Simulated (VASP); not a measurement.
# TaTe in VASP: further runs

Runs on TaTe. Level: PBE. Tasks: single point.

Program: VASP 6.6.1. These are calculated values, not measurements. Logs are shortened: lines on timing, memory, paths and dates and some standing lists are left out, and cuts for length are marked.

### Step 1. The cell of the first run

It takes space group I4/mmm (No. 139, tetragonal). The conventional cell has a = 4.028 Å, b = 4.028 Å, c = 5.867 Å, α = 90.00°, β = 90.00°, γ = 90.00°. Ta (site symmetry 4/mmm) has 6 Te at 2.85 to 2.93 Å within 3.8 Å. Te (site symmetry 4/mmm) has 6 Ta at 2.85 to 2.93 Å within 3.8 Å.

### Step 2. Single point, PBE, collinear spin

The input, INCAR:

```
ALGO     = Normal         # electronic algorithm
EDIFF    = 1E-6           # SCF threshold, eV
ENCUT    = 520            # plane-wave cutoff, eV
GGA      = PE             # functional
ISIF     = 2              # what is computed and relaxed
ISMEAR   = 0              # smearing method
ISPIN    = 2              # spin polarisation
LASPH    = T              # aspherical terms in the spheres
LCHARG   = F              # write CHGCAR
LMAXMIX  = 4              # l up to which the mixer works
LORBIT   = 11             # projections on sites
LREAL    = F              # projectors in reciprocal space
LWAVE    = F              # write WAVECAR
MAGMOM   = 0.13 0         # initial moments
NBANDS   = 20             # bands
NELM     = 150            # most SCF steps
PREC     = Accurate       # precision mode
SIGMA    = 0.05           # smearing width, eV
```

The input, KPOINTS:

```
k-points
0
Gamma
  10 10 10
```

The input, POSCAR:

```
TaTe
1.0
    0.0000000000      2.9333856461      2.8479472292
    2.8479472292      0.0000000000      2.8479472292
    2.8479472292      2.9333856461      0.0000000000
Ta Te
1 1
Direct
    0.5000000000      0.5000000000      0.5000000000
    0.0000000000      0.0000000000      0.0000000000
```

Potentials or basis: VASP PAW PBE potentials, release 64 (Ta_pv, Te).

Run with:

```sh
cat potpaw_PBE.64/Ta_pv/POTCAR potpaw_PBE.64/Te/POTCAR > POTCAR
mpirun -np 1 vasp_std > vasp.out
```

OUTCAR:

```text
EDIFF = 1E-6
   ENCUT = 520
   GGA = PE
   ISIF = 2
   ISMEAR = 0
   ISPIN = 2
   LASPH = T
   LORBIT = 11
   LREAL = F
   NELM = 150
   PREC = Accurate

 ion  position               nearest neighbor table
   1  0.500  0.500  0.500-   2 2.85   2 2.85   2 2.85   2 2.85   2 2.93   2 2.93
   2  0.000  0.000  0.000-   1 2.85   1 2.85   1 2.85   1 2.85   1 2.93   1 2.93

  LATTYP: Found a body centered tetragonal cell.
 ALAT       =     4.0276055965
 C/A-ratio  =     1.4566399693

  Lattice vectors:

 A1 = (   0.0000000000,  -2.9333856461,   2.8479472292)
 A2 = (   0.0000000000,  -2.9333856461,  -2.8479472292)
 A3 = (   2.8479472292,   2.9333856461,   0.0000000000)

Analysis of symmetry for initial positions (statically):
=====================================================================
 Subroutine PRICEL returns:
 Original cell was already a primitive cell.

 Routine SETGRP: Setting up the symmetry group for a
 body centered tetragonal supercell.

 Subroutine GETGRP returns: Found 16 space group operations
 (whereof 16 operations were pure point group operations)
 out of a pool of 16 trial point group operations.

The static configuration has the point symmetry D_4h.

Analysis of symmetry for dynamics (positions and initial velocities):
=====================================================================
 Subroutine PRICEL returns:
 Original cell was already a primitive cell.

 Routine SETGRP: Setting up the symmetry group for a
 body centered tetragonal supercell.

 Subroutine GETGRP returns: Found 16 space group operations
 (whereof 16 operations were pure point group operations)
 out of a pool of 16 trial point group operations.

The dynamic configuration has the point symmetry D_4h.

Analysis of structural, dynamic, and magnetic symmetry:
=====================================================================
 Subroutine PRICEL returns:
 Original cell was already a primitive cell.

 Routine SETGRP: Setting up the symmetry group for a
 body centered tetragonal supercell.

 Subroutine GETGRP returns: Found 16 space group operations
 (whereof 16 operations were pure point group operations)
 out of a pool of 16 trial point group operations.

The overall configuration has the point symmetry D_4h.

 Subroutine INISYM returns: Found 16 space group operations
 (whereof 16 operations are pure point group operations),
 and found     1 'primitive' translations

----------------------------------------------------------------------------------------

                                     Primitive cell

  volume of cell :      47.5842

  direct lattice vectors                    reciprocal lattice vectors
     0.000000000  2.933385646  2.847947229    -0.175565051  0.170451506  0.175565051
     2.847947229  0.000000000  2.847947229     0.175565051 -0.170451506  0.175565051
     2.847947229  2.933385646  0.000000000     0.175565051  0.170451506 -0.175565051

  length of vectors
     4.088466066  4.027605596  4.088466066     0.301164224  0.301164224  0.301164224

  position of ions in fractional coordinates (direct lattice)
     0.500000000  0.500000000  0.500000000
     0.000000000  0.000000000  0.000000000

  ion indices of the primitive-cell ions
   primitive index   ion index
                 1           1
                 2           2

----------------------------------------------------------------------------------------

 KPOINTS: k-points

Automatic generation of k-mesh.
 Grid dimensions read from file:
 generate k-points for:   10   10   10

 Generating k-lattice:

  Cartesian coordinates                     Fractional coordinates (reciprocal lattice)
    -0.017556505  0.017045151  0.017556505     0.100000000  0.000000000 -0.000000000
     0.017556505 -0.017045151  0.017556505     0.000000000  0.100000000  0.000000000
     0.017556505  0.017045151 -0.017556505    -0.000000000  0.000000000  0.100000000

  Length of vectors
     0.030116422  0.030116422  0.030116422

  Shift w.r.t. Gamma in fractional coordinates (k-lattice)
     0.000000000  0.000000000  0.000000000

 Subroutine IBZKPT returns following result:
 ===========================================

 Found    102 irreducible k-points:

 Following reciprocal coordinates:
            Coordinates               Weight
  0.000000  0.000000  0.000000      1.000000
  0.100000  0.000000 -0.000000      8.000000
  0.200000  0.000000 -0.000000      8.000000
  0.300000  0.000000 -0.000000      8.000000
  0.400000  0.000000  0.000000      8.000000
  0.500000  0.000000  0.000000      4.000000
[... 16 lines left out ...]
  0.300000  0.300000  0.000000      4.000000
  0.400000  0.300000  0.000000     16.000000
 [... further k-points ...]
   k-points           NKPTS =    102   k-points in BZ     NKDIM =    102   number of bands    NBANDS=     20
   number of dos      NEDOS =    301   number of ions     NIONS =      2
   total plane-waves  NPLWV =  27000
   dimension x,y,z NGX =    30 NGY =   30 NGZ =   30
   dimension x,y,z NGXF=    60 NGYF=   60 NGZF=   60
   ions per type =               1   1
   NGX,Y,Z   is equivalent  to a cutoff of  12.20, 12.38, 12.20 a.u.
   NGXF,Y,Z  is equivalent  to a cutoff of  24.40, 24.77, 24.40 a.u.
 SYSTEM =  unknown system
   PREC   = accura    normal or accurate (medium, high low for compatibility)
   ISTART =      0    job   : 0-new  1-cont  2-samecut
   ICHARG =      2    charge: 1-file 2-atom 10-const
   ISPIN  =      2    spin polarized calculation?
   LNONCOLLINEAR =      F non collinear calculations
   LSORBIT =      F    spin-orbit coupling
   LASPH  =      T    aspherical Exc in radial PAW
   ENCUT  =  520.0 eV  38.22 Ry    6.18 a.u.   7.60  7.49  7.60*2*pi/ulx,y,z
   NELM   =    150;   NELMIN=  2; NELMDL= -5     # of ELM steps
   EDIFF  = 0.1E-05   stopping-criterion for ELM
   LREAL  =      F    real-space projection
   EDIFFG = 0.1E-04   stopping-criterion for IOM
   NSW    =      0    number of steps for IOM
   IBRION =     -1    ionic relax: 0-MD 1-quasi-New 2-CG
   NFREE  =      0    steps in history (QN), initial steepest desc. (CG)
   ISIF   =      2    stress and relaxation
   ISYM   =      2    0-nonsym 1-usesym 2-fastsym
   POTIM  = 0.5000    time-step for ionic-motion
   TEBEG  =    0.0;   TEEND  =   0.0 temperature during run
   PSTRESS=    0.0 pullay stress
   NELECT =      17.0000    total number of electrons
   NUPDOWN=      -1.0000    fix difference up-down
   EMIN   =  10.00;   EMAX   =-10.00  energy-range for DOS
   EFERMI =   0.00;   METHOD = LEGACY
   ISMEAR =     0;   SIGMA  =   0.05  broadening in eV -4-tet -1-fermi 0-gaus
   EFERMI_NEDOS =   21; number of points for ismear=-14 and -15
   IALGO  =     38    algorithm
   IMIX   =      4    mixing-type and parameters
     AMIX     =   0.40;   BMIX     =  1.00
     AMIX_MAG =   1.60;   BMIX_MAG =  1.00
  volume/ion in A,a.u.               =      23.79       160.56
  Fermi-wavevector in a.u.,A,eV,Ry     =   1.161636  2.195174 18.359682  1.349399
  Thomas-Fermi vector in A             =   2.298206
   LORBIT       =     11    0 simple, 1 ext, 2 COOP (PROOUT), +10 PAW based schemes
   GGA     = PE    functional components
   LHFCALC =     F    Hartree Fock is set to
   AEXX    =    0.0000 exact exchange contribution
   IVDW    =     0    specifies the selected vdW correction
   LEPSILON=     F    determine dielectric tensor
   LRPA    =     F    only Hartree local field effects (RPA)
 spin polarized calculation
 Gauss-broadening in eV      SIGMA  =   0.05
  energy-cutoff  :      520.00
  volume of cell :       47.58
 maximum number of plane-waves:      1298
   NGX = 15   NGY = 15   NGZ = 15

 number of electron      17.0000002 magnetization       0.1201522

 Free energy of the ion-electron system (eV)
  ---------------------------------------------------
  ext. energy  EPLUGINS =         0.00000000
  ---------------------------------------------------
  free energy    TOTEN  =       -13.32586299 eV

  energy without entropy =      -13.32099238  energy(sigma->0) =      -13.32342769

 E-fermi :   7.9542     XC(G=0): -10.9365

 val. band max:        7.9525288245   @ k =  -0.4000   0.2000   0.1000
 cond. band min:       7.9554516724   @ k =   0.4000   0.3000   0.0000
 fundamental gap:      0.0029228479
 Fermi energy:         7.9541515536

 spin component 1

 k-point     1 :       0.0000    0.0000    0.0000
  band No.  band energies     occupation
      1     -27.5446      1.00000
      2     -27.5446      1.00000
      3     -27.5071      1.00000
      4      -6.1491      1.00000
      5       6.1634      1.00000
      6       6.1634      1.00000
[... 12 lines left out ...]
     19      18.5427      0.00000
     20      18.8085      0.00000
[... 507 lines left out ...]
 k-point    24 :       0.4000    0.3000    0.0000
  band No.  band energies     occupation
      1     -27.5750      1.00000
      2     -27.5587      1.00000
      3     -27.5189      1.00000
      4      -4.8389      1.00000
      5       1.7794      1.00000
      6       3.8916      1.00000
[... 12 lines left out ...]
     19      20.8450      0.00000
     20      21.0309      0.00000

 [... further k-points ...]

 spin component 2

 k-point     1 :       0.0000    0.0000    0.0000
  band No.  band energies     occupation
      1     -27.4924      1.00000
      2     -27.4924      1.00000
      3     -27.4578      1.00000
      4      -6.1354      1.00000
      5       6.1733      1.00000
      6       6.1733      1.00000
[... 12 lines left out ...]
     19      18.5755      0.00000
     20      18.8315      0.00000
[... 507 lines left out ...]
 k-point    24 :       0.4000    0.3000    0.0000
  band No.  band energies     occupation
      1     -27.5228      1.00000
      2     -27.5065      1.00000
      3     -27.4696      1.00000
      4      -4.8293      1.00000
      5       1.8055      1.00000
      6       3.9152      1.00000
[... 12 lines left out ...]
     19      20.8865      0.00000
     20      21.0617      0.00000

 [... further k-points ...]

------------------------ aborting loop because EDIFF is reached ----------------------------------------

  FORCE on cell =-STRESS in cart. coord.  units (eV):
  Direction    XX          YY          ZZ          XY          YZ          ZX
  --------------------------------------------------------------------------------------
  -------------------------------------------------------------------------------------
  Total       -0.3875134     -1.5498889     -0.3875134      0.0000000      0.0000000      0.0000000
  in kB      -13.0477107    -52.1852903    -13.0477107      0.0000000      0.0000000      0.0000000
  external PRESSURE =     -26.0935705 kB  Pullay stress =       0.0000000 kB

 VOLUME and BASIS-vectors are now :
 -----------------------------------------------------------------------------
  energy-cutoff  :      520.00
  volume of cell :       47.58
      direct lattice vectors                 reciprocal lattice vectors
     0.000000000  2.933385646  2.847947229    -0.175565051  0.170451506  0.175565051
     2.847947229  0.000000000  2.847947229     0.175565051 -0.170451506  0.175565051
     2.847947229  2.933385646  0.000000000     0.175565051  0.170451506 -0.175565051

 POSITION                                       TOTAL-FORCE (eV/Angst)
 -----------------------------------------------------------------------------------
      2.84795      2.93339      2.84795         0.000000      0.000000     -0.000000
      0.00000      0.00000      0.00000        -0.000000      0.000000      0.000000
 -----------------------------------------------------------------------------------
    total drift:                                0.000000     -0.000000      0.000000

  FREE ENERGIE OF THE ION-ELECTRON SYSTEM (eV)
  ---------------------------------------------------
  free  energy   TOTEN  =       -13.3258629885 eV

  energy  without entropy=      -13.3209923842  energy(sigma->0) =      -13.32342769

 total charge

# of ion       s       p       d       tot
------------------------------------------
    1        0.287   6.055   2.379   8.722
    2        1.328   2.020   0.123   3.471
--------------------------------------------------
tot          1.615   8.075   2.502  12.193

 magnetization (x)

# of ion       s       p       d       tot
------------------------------------------
    1        0.006   0.001   0.077   0.085
    2        0.000  -0.002   0.004   0.002
--------------------------------------------------
tot          0.007  -0.001   0.081   0.086
```

It took 4.1 min on 1 thread of Oxide Virtual Turin-like, shared host; peak memory 0.26 GiB.

Results:

```
Free energy                                           : -13.3259 eV
Pressure                                              : -2.6 GPa
Net moment                                            : 0.12 μB per cell
Site moments                                          : Ta +0.09; Te +0.00 μB
Valence electrons inside the program's atomic spheres : Ta 8.72; Te 3.47
```

Caveat: a moment this small can come from the mesh or the smearing; spin-orbit coupling is left out, which moves the levels of the heavy elements.

### Step 3. Single point, PBE, collinear spin

This run uses another cell than the first one, of 23.10 Å³/atom.

The input, INCAR:

```
PREC = Accurate
ENCUT = 520
EDIFF = 1E-6
ISMEAR = 0
SIGMA = 0.05
LREAL = F
LASPH = T
NELM = 150
ALGO = Fast
ISIF = 2
LWAVE = F
LCHARG = T
ISPIN = 2
MAGMOM = 0.13 0
LORBIT = 11
LMAXMIX = 4
GGA = PE
LELF = T
LVHAR = T
NBANDS = 20
```

The input, KPOINTS:

```
regular mesh
0
Gamma
  10 10 10
```

The input, POSCAR:

```
TaTe
1.0
    0.0000000000      2.8194677569      2.8194677569
    2.8479472292     -0.0284794723      2.8479472292
    2.8479472292      2.8479472292     -0.0284794723
Ta Te
1 1
Direct
    0.5000000000      0.5000000000      0.5000000000
    0.0000000000      0.0000000000      0.0000000000
```

Potentials or basis: VASP PAW PBE potentials, release 64 (Ta_pv, Te).

Run with:

```sh
cat potpaw_PBE.64/Ta_pv/POTCAR potpaw_PBE.64/Te/POTCAR > POTCAR
mpirun -np 1 vasp_std > vasp.out
```

It took 9.3 min on 1 thread of Oxide Virtual Turin-like, shared host; peak memory 0.34 GiB.

It converged, with:

| Property | Result |
| --- | --- |
| Free energy | -13.3518 eV |
| Pressure | 0.0 GPa |
| Net moment | 0.17 μB per cell |
| Site moments | Ta +0.12; Te +0.00 μB |
| Valence electrons inside the program's atomic spheres | Ta 8.76; Te 3.50 |

Stress tensor (GPa, compression positive):
```
 0.04  0.00  0.00
 0.00  0.05 -0.58
 0.00 -0.58  0.05
```

Levels at points of the mesh, in eV from the Fermi level:
Spin up:
| k point | band 5 | band 6 | band 7 | band 8 | band 9 | band 10 | band 11 | band 12 | band 13 | band 14 |
| --- | --- | --- | --- | --- | --- | --- | --- | --- | --- | --- |
| (0.00, 0.00, 0.00) | -1.86 | -1.77 | -1.68 | -1.56 | -1.49 | -1.40 | -1.03 | -1.03 | 1.98 | 6.03 |
| (0.50, 0.00, 0.00) | -7.77 | -4.91 | -4.83 | 0.31 | 0.37 | 0.54 | 1.85 | 4.41 | 4.56 | 5.27 |
| (0.00, 0.50, 0.00) | -7.81 | -4.83 | -4.73 | 0.24 | 0.37 | 0.46 | 1.96 | 4.53 | 4.68 | 5.20 |
| (0.50, 0.50, 0.00) | -6.04 | -3.55 | -3.55 | -3.03 | -0.49 | -0.19 | 1.05 | 1.07 | 2.64 | 8.94 |
| (0.00, 0.50, 0.50) | -6.04 | -3.67 | -3.43 | -3.03 | -0.48 | -0.18 | 1.05 | 1.06 | 2.64 | 8.94 |
Spin down:
| k point | band 6 | band 7 | band 8 | band 9 | band 10 | band 11 |
| --- | --- | --- | --- | --- | --- | --- |
| (0.00, 0.00, 0.00) | -1.76 | -1.67 | -1.48 | -1.41 | -1.32 | -0.93 |
| (0.50, 0.00, 0.00) | -4.86 | -4.78 | 0.41 | 0.46 | 0.63 | 1.87 |
| (0.00, 0.50, 0.00) | -4.77 | -4.68 | 0.33 | 0.46 | 0.55 | 1.99 |
| (0.50, 0.50, 0.00) | -3.53 | -3.53 | -2.96 | -0.40 | -0.07 | 1.15 |
| (0.00, 0.50, 0.50) | -3.65 | -3.41 | -2.96 | -0.39 | -0.07 | 1.16 |

Caveat: a moment this small can come from the mesh or the smearing; spin-orbit coupling is left out, which moves the levels of the heavy elements.

### Step 4. Single point, PBE, non-collinear spin, typed start, spin-orbit coupling

This run uses another cell than the first one, of 23.10 Å³/atom.

The input, INCAR:

```
SYSTEM = TaTe
PREC = Accurate
ENCUT = 520
EDIFF = 1E-6
ISMEAR = 0
SIGMA = 0.05
LREAL = .FALSE.
LASPH = .TRUE.
NELM = 150
ALGO = Fast
ISIF = 2
LWAVE = .FALSE.
LCHARG = .FALSE.
MAGMOM = 0 0 2 0 0 0
LORBIT = 11
LSORBIT = .TRUE.
GGA_COMPAT = .FALSE.
LORBMOM = .TRUE.
LMAXMIX = 4
GGA = PE
NBANDS = 29
```

The input, KPOINTS:

```
Automatic mesh
0
G
  10 10 10
  0 0 0
```

The input, POSCAR:

```
TaTe
1.0
    0.0000000000      2.8479472292      2.8479472292
    2.8479472292      0.0000000000      2.8479472292
    2.8479472292      2.8479472292      0.0000000000
Ta Te
1 1
Direct
    0.5000000000      0.5000000000      0.5000000000
    0.0000000000      0.0000000000      0.0000000000
```

Run with:

```sh
cat potpaw_PBE.64/Ta_pv/POTCAR potpaw_PBE.64/Te/POTCAR > POTCAR
mpirun -np 1 vasp_ncl > vasp.out
```

It took 10 min on 1 thread of Oxide Virtual Turin-like, shared host; peak memory 0.44 GiB.

The run converged. Its results:

| Quantity | Value |
| --- | --- |
| Free energy | -14.1916 eV |
| Pressure | 0.5 GPa |
| Net moment | 0.23 μB per cell |
| Valence electrons inside the program's atomic spheres | Ta 8.77; Te 3.50 |

Moments on the atoms (μB; x, y, z):
```
Ta  0.00 0.00 0.16
Te  0.00 0.00 0.00
```

Caveat: a moment this small can come from the mesh or the smearing.

### Step 5. The runs side by side

```tsv
spin	cell	gap on the mesh (eV)	pressure (GPa)	moment (μB)
collinear	a = 4.088, b = 4.028 Å, angles 60.5, 59.0, 60.5°, 2 atoms	none	-2.6	0.12
collinear	a = 3.987, b = 4.028, c = 4.028 Å, angles 60.7, 60.3, 60.3°, 2 atoms	none	0.0	0.17
non-collinear, typed start, SOC	a = 4.028 Å, angles 60.0°, 2 atoms	-	0.5	0.23
```

Alike in all rows: task single point; level PBE; potentials or basis VASP PAW PBE potentials, release 64 (Ta_pv, Te); k mesh 10 × 10 × 10; cutoff (eV) 520; smearing gaussian 0.05 eV.

Caveats: a moment this small can come from the mesh or the smearing; spin-orbit coupling is left out, which moves the levels of the heavy elements (at least some runs).

Absolute energies hang on the potentials; compare differences alone.
